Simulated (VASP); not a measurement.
# Au in VASP: notebook

Runs on Au. Level: PBE. Tasks: single point.

All numbers are computed with VASP 6.6.1; they aren't measurements. Logs are shortened: lines on timing, memory, paths and dates and some standing lists are left out, and cuts for length are marked.

### Step 1. The cell of the first run

The typed cell holds 2 atoms: a = 2.763 Å, b = 2.763 Å, c = 4.459 Å, α = 90.00°, β = 90.00°, γ = 120.00°.

### Step 2. Single point, PBE

INCAR reads:

```
  PREC = Accurate
  ENCUT = 520
  EDIFF = 1E-6
  ISMEAR = -1
  SIGMA = 0.0783
  LREAL = False
  LASPH = True
  NELM = 80
  ALGO = Normal
  ISIF = 2
  LWAVE = False
  LCHARG = False
  GGA = PE
  NBANDS = 18
```

KPOINTS reads:

```
Automatic mesh
0
Gamma
  7 7 4
```

POSCAR reads:

```
Au
1.0
    2.7632870000      0.0000000000      0.0000000000
   -1.3816430000      2.3930770000      0.0000000000
    0.0000000000      0.0000000000      4.4594190000
Au
2
Direct
    0.3333000000      0.6667000000      0.2500000000
    0.6666000000      0.3333000000      0.7500000000
```

Potentials or basis: VASP PAW PBE potentials, release 64 (Au).

The run is started by

```bash
cat potpaw_PBE.64/Au/POTCAR > POTCAR
mpirun -np 1 vasp_std > vasp.out
```

OUTCAR:

```text
PREC = Accurate
   ENCUT = 520
   EDIFF = 1E-6
   ISMEAR = -1
   LREAL = False
   LASPH = True
   NELM = 80
   ISIF = 2
   GGA = PE

 ion  position               nearest neighbor table
   1  0.333  0.667  0.250-   2 2.74   2 2.74   2 2.74   2 2.74   2 2.74   2 2.74
   2  0.667  0.333  0.750-   1 2.74   1 2.74   1 2.74   1 2.74   1 2.74   1 2.74

  LATTYP: Found a hexagonal cell.
 ALAT       =     2.7632870000
 C/A-ratio  =     1.6138095681

  Lattice vectors:

 A1 = (   2.7632870000,   0.0000000000,   0.0000000000)
 A2 = (  -1.3816430000,   2.3930770000,   0.0000000000)
 A3 = (   0.0000000000,   0.0000000000,   4.4594190000)

Analysis of symmetry for initial positions (statically):
=====================================================================
 Subroutine PRICEL returns:
 Original cell was already a primitive cell.

 Routine SETGRP: Setting up the symmetry group for a
 hexagonal supercell.

 Subroutine GETGRP returns: Found  8 space group operations
 (whereof  2 operations were pure point group operations)
 out of a pool of 24 trial point group operations.

The static configuration has the point symmetry C_2 .
 The point group associated with its full space group is D_2h.

Analysis of symmetry for dynamics (positions and initial velocities):
=====================================================================
 Subroutine PRICEL returns:
 Original cell was already a primitive cell.

 Routine SETGRP: Setting up the symmetry group for a
 hexagonal supercell.

 Subroutine GETGRP returns: Found  8 space group operations
 (whereof  2 operations were pure point group operations)
 out of a pool of 24 trial point group operations.

The dynamic configuration has the point symmetry C_2 .
 The point group associated with its full space group is D_2h.

 Subroutine INISYM returns: Found  8 space group operations
 (whereof  2 operations are pure point group operations),
 and found     1 'primitive' translations

----------------------------------------------------------------------------------------

                                     Primitive cell

  volume of cell :      29.4891

  direct lattice vectors                    reciprocal lattice vectors
     2.763287000  0.000000000  0.000000000     0.361887853  0.208935951  0.000000000
[... 76 lines left out ...]
 SYSTEM =  unknown system
   PREC   = accura    normal or accurate (medium, high low for compatibility)
   ISTART =      0    job   : 0-new  1-cont  2-samecut
   ICHARG =      2    charge: 1-file 2-atom 10-const
   ISPIN  =      1    spin polarized calculation?
   LNONCOLLINEAR =      F non collinear calculations
   LSORBIT =      F    spin-orbit coupling
   LASPH  =      T    aspherical Exc in radial PAW
   ENCUT  =  520.0 eV  38.22 Ry    6.18 a.u.   5.14  5.14  8.29*2*pi/ulx,y,z
   NELM   =     80;   NELMIN=  2; NELMDL= -5     # of ELM steps
   EDIFF  = 0.1E-05   stopping-criterion for ELM
   LREAL  =      F    real-space projection
   EDIFFG = 0.1E-04   stopping-criterion for IOM
   NSW    =      0    number of steps for IOM
   IBRION =     -1    ionic relax: 0-MD 1-quasi-New 2-CG
   NFREE  =      0    steps in history (QN), initial steepest desc. (CG)
   ISIF   =      2    stress and relaxation
   ISYM   =      2    0-nonsym 1-usesym 2-fastsym
   POTIM  = 0.5000    time-step for ionic-motion
   TEBEG  =    0.0;   TEEND  =   0.0 temperature during run
   PSTRESS=    0.0 pullay stress
   NELECT =      22.0000    total number of electrons
   NUPDOWN=      -1.0000    fix difference up-down
   EMIN   =  10.00;   EMAX   =-10.00  energy-range for DOS
   EFERMI =   0.00;   METHOD = LEGACY
   ISMEAR =    -1;   SIGMA  =   0.08  broadening in eV -4-tet -1-fermi 0-gaus
   EFERMI_NEDOS =   21; number of points for ismear=-14 and -15
   IALGO  =     38    algorithm
   IMIX   =      4    mixing-type and parameters
     AMIX     =   0.40;   BMIX     =  1.00
     AMIX_MAG =   1.60;   BMIX_MAG =  1.00
  volume/ion in A,a.u.               =      14.74        99.50
  Fermi-wavevector in a.u.,A,eV,Ry     =   1.484780  2.805827 29.995014  2.204571
  Thomas-Fermi vector in A             =   2.598274
   LORBIT       =      0    0 simple, 1 ext, 2 COOP (PROOUT), +10 PAW based schemes
   GGA     = PE    functional components
   LHFCALC =     F    Hartree Fock is set to
   AEXX    =    0.0000 exact exchange contribution
   IVDW    =     0    specifies the selected vdW correction
   LEPSILON=     F    determine dielectric tensor
   LRPA    =     F    only Hartree local field effects (RPA)
 non-spin polarized calculation
  energy-cutoff  :      520.00
  volume of cell :       29.49
 maximum number of plane-waves:       809
 NGX is ok and might be reduce to    24
   NGX = 11   NGY = 11   NGZ = 17

 number of electron      22.0000004 magnetization

 Free energy of the ion-electron system (eV)
  ---------------------------------------------------
  ext. energy  EPLUGINS =         0.00000000
  ---------------------------------------------------
  free energy    TOTEN  =        -5.70476630 eV

  energy without entropy =       -5.69469715  energy(sigma->0) =       -5.69973172

 E-fermi :  11.7133     XC(G=0): -13.6017

 val. band max:       11.5520562041   @ k =   0.2857   0.1429   0.5000
 cond. band min:      12.4556594604   @ k =  -0.2857   0.1429   0.2500
 fundamental gap:      0.9036032563
 Fermi energy:        11.7133235595

 k-point     1 :       0.0000    0.0000    0.0000
  band No.  band energies     occupation
      1       0.5970      2.00000
      2       3.3422      2.00000
      3       6.5913      2.00000
      4       6.6674      2.00000
      5       6.6675      2.00000
      6       7.1436      2.00000
[... 481 lines left out ...]
      5       6.3904      2.00000
      6       6.8950      2.00000
[... 10 lines left out ...]
     17      28.1083      0.00000
     18      29.9706      0.00000

 [... further k-points ...]
[... 5 lines left out ...]
  --------------------------------------------------------------------------------------
  -------------------------------------------------------------------------------------
  Total        8.5432691      8.5444319      9.5799865      0.0000018     -0.0000000      0.0000000
  in kB      464.1664262    464.2296001    520.4925693      0.0000970     -0.0000000      0.0000000
  external PRESSURE =     482.9628652 kB  Pullay stress =       0.0000000 kB

 VOLUME and BASIS-vectors are now :
 -----------------------------------------------------------------------------
  energy-cutoff  :      520.00
  volume of cell :       29.49
      direct lattice vectors                 reciprocal lattice vectors
     2.763287000  0.000000000  0.000000000     0.361887853  0.208935951  0.000000000
    -1.381643000  2.393077000  0.000000000     0.000000000  0.417872053  0.000000000
     0.000000000  0.000000000  4.459419000     0.000000000  0.000000000  0.224244459

 POSITION                                       TOTAL-FORCE (eV/Angst)
 -----------------------------------------------------------------------------------
     -0.00014      1.59546      1.11485        -0.000000     -0.000342     -0.000000
      1.38151      0.79761      3.34456         0.000000      0.000342      0.000000
 -----------------------------------------------------------------------------------
    total drift:                               -0.000000     -0.000000     -0.000000

  FREE ENERGIE OF THE ION-ELECTRON SYSTEM (eV)
  ---------------------------------------------------
  free  energy   TOTEN  =        -5.7047662999 eV

  energy  without entropy=       -5.6946971463  energy(sigma->0) =       -5.69973172
```

stdout:

```text
POSCAR found type information on POSCAR Au
 POSCAR found :  1 types and       2 ions
 scaLAPACK will be used
 LDA part: xc-table for (Slater+PW92), standard interpolation
 POSCAR, INCAR and KPOINTS ok, starting setup
 FFT: planning ... GRIDC
 FFT: planning ... GRID_SOFT
 FFT: planning ... GRID
 WAVECAR not read
 entering main loop
```

It took 47 s on 1 thread of AMD EPYC 7R13, shared host; peak memory 0.14 GiB.

What came out:

- Free energy: -5.7048 eV
- Pressure: 48.3 GPa
- Band gap on the k mesh: zero (band 11 reaches 14.96 eV, above the bottom of band 12 at 9.12 eV)

Caveat: the k points lie up to 0.38 Å⁻¹ apart; spin-orbit coupling is left out, which moves the levels of the heavy elements.

### Step 3. Single point, PBE

INCAR reads:

```
SYSTEM = Au
ALGO = Normal ; EDIFF = 1E-7
ENCUT = 520 ; GGA = PE
ISIF = 2 ; ISMEAR = -1
ISYM = 0 ; LASPH = .True.
LCHARG = .False. ; LREAL = .False.
LWAVE = .False. ; NBANDS = 18
NELM = 60 ; PREC = Accurate
SIGMA = 0.0783
```

KPOINTS reads:

```
Automatic mesh
0
Gamma
  7 7 4
  0.5 0.5 0.5
```

POSCAR is that of step 2.

Potentials or basis: VASP PAW PBE potentials, release 64 (Au).

The run is started by

```bash
cat potpaw_PBE.64/Au/POTCAR > POTCAR
mpirun -np 1 vasp_std > vasp.out
```

OUTCAR:

```text
SYSTEM = Au
   EDIFF = 1E-7
   ENCUT = 520
   GGA = PE
   ISIF = 2
   ISMEAR = -1
   ISYM = 0
   LASPH = .True.
   LREAL = .False.
   NELM = 60
   PREC = Accurate

 ion  position               nearest neighbor table
   1  0.333  0.667  0.250-   2 2.74   2 2.74   2 2.74   2 2.74   2 2.74   2 2.74
   2  0.667  0.333  0.750-   1 2.74   1 2.74   1 2.74   1 2.74   1 2.74   1 2.74

IMPORTANT INFORMATION: All symmetrisations will be switched off!
NOSYMM: (Re-)initialisation of all symmetry stuff for point group C_1.

[... 651 lines left out ...]
     18      28.3119      0.00000

 [... further k-points ...]
[... 5 lines left out ...]
  --------------------------------------------------------------------------------------
  -------------------------------------------------------------------------------------
  Total        8.5091818      8.5100544     10.1015581     -0.0000006      0.0000002      0.0000000
  in kB      462.3144166    462.3618275    548.8302026     -0.0000344      0.0000113      0.0000020
  external PRESSURE =     491.1688156 kB  Pullay stress =       0.0000000 kB

 VOLUME and BASIS-vectors are now :
 -----------------------------------------------------------------------------
  energy-cutoff  :      520.00
  volume of cell :       29.49
      direct lattice vectors                 reciprocal lattice vectors
     2.763287000  0.000000000  0.000000000     0.361887853  0.208935951  0.000000000
    -1.381643000  2.393077000  0.000000000     0.000000000  0.417872053  0.000000000
     0.000000000  0.000000000  4.459419000     0.000000000  0.000000000  0.224244459

 POSITION                                       TOTAL-FORCE (eV/Angst)
 -----------------------------------------------------------------------------------
     -0.00014      1.59546      1.11485        -0.000001     -0.000285     -0.000000
      1.38151      0.79761      3.34456         0.000001      0.000285      0.000000
 -----------------------------------------------------------------------------------
    total drift:                                0.000000     -0.000000      0.000000

  FREE ENERGIE OF THE ION-ELECTRON SYSTEM (eV)
  ---------------------------------------------------
  free  energy   TOTEN  =        -5.5789794126 eV

  energy  without entropy=       -5.5556123618  energy(sigma->0) =       -5.56729589
```

stdout:

```text
POSCAR found type information on POSCAR Au
 POSCAR found :  1 types and       2 ions
 scaLAPACK will be used
 LDA part: xc-table for (Slater+PW92), standard interpolation
 POSCAR, INCAR and KPOINTS ok, starting setup
 FFT: planning ... GRIDC
 FFT: planning ... GRID_SOFT
 FFT: planning ... GRID
 WAVECAR not read
 entering main loop
```

Wall time 3.6 min (1 thread of AMD EPYC 7R13, shared host); peak memory 0.22 GiB.

What came out:

```
Free energy            : -5.5790 eV
Pressure               : 49.1 GPa
Band gap on the k mesh : zero (band 11 reaches 15.46 eV, above the bottom of band 12 at 9.66 eV)
```

Caveat: the k points lie up to 0.38 Å⁻¹ apart; spin-orbit coupling is left out, which moves the levels of the heavy elements.

### Step 4. Single point, PBE

INCAR reads:

```
SYSTEM = Au
ALGO = Normal ; EDIFF = 1E-6
ENCUT = 500 ; GGA = PE
GGA_COMPAT = .False. ; ISIF = 2
ISMEAR = -1 ; ISYM = 0
LASPH = .True. ; LCHARG = .False.
LREAL = .False. ; LWAVE = .False.
NBANDS = 26 ; NELM = 120
PREC = Accurate ; SIGMA = 0.0783
```

KPOINTS is that of step 3.

POSCAR is that of step 3.

Potentials or basis: VASP PAW PBE potentials, release 64 (Au_sv_GW).

The run is started by

```bash
cat potpaw_PBE.64/Au_sv_GW/POTCAR > POTCAR
mpirun -np 1 vasp_std > vasp.out
```

Wall time 2.4 min (1 thread of Intel Xeon Platinum 8488C (Sapphire Rapids), shared host); peak memory 0.29 GiB.

It converged, with:

```
Free energy            : -4.3500 eV
Pressure               : 47.4 GPa
Band gap on the k mesh : zero (band 19 reaches 14.70 eV, above the bottom of band 20 at 8.87 eV)
```

Stress tensor (GPa, compression positive):
```
44.59  0.00  0.00
 0.00 44.59  0.00
 0.00  0.00 53.17
```

Levels at points of the mesh, in eV from the Fermi level:
| k point | band 17 | band 18 | band 19 | band 20 | band 21 | band 22 |
| --- | --- | --- | --- | --- | --- | --- |
| (0.07, 0.07, 0.12) | -4.28 | -3.84 | -2.23 | -0.04 | 5.37 | 14.43 |

Caveat: the k points lie up to 0.38 Å⁻¹ apart; spin-orbit coupling is left out, which moves the levels of the heavy elements.

### Step 5. The runs side by side

```tsv
potentials or basis	k mesh	cutoff (eV)	second run	gap on the mesh (eV)	pressure (GPa)
VASP PAW PBE potentials, release 64 (Au)	7 × 7 × 4	520	-	none	48.3
VASP PAW PBE potentials, release 64 (Au)	7 × 7 × 4, shifted	520	-	none	49.1
VASP PAW PBE potentials, release 64 (Au_sv_GW)	7 × 7 × 4, shifted	500	valence_matched	none	47.4
```

Alike in all rows: task single point; level PBE; no spin polarisation; cell as given; smearing fermi-dirac 0.0783 eV.

Caveats: all runs use coarse meshes; spin-orbit coupling is left out, which moves the levels of the heavy elements.

Total energies depend on the potentials used, so only differences within one code and one set of settings carry meaning.
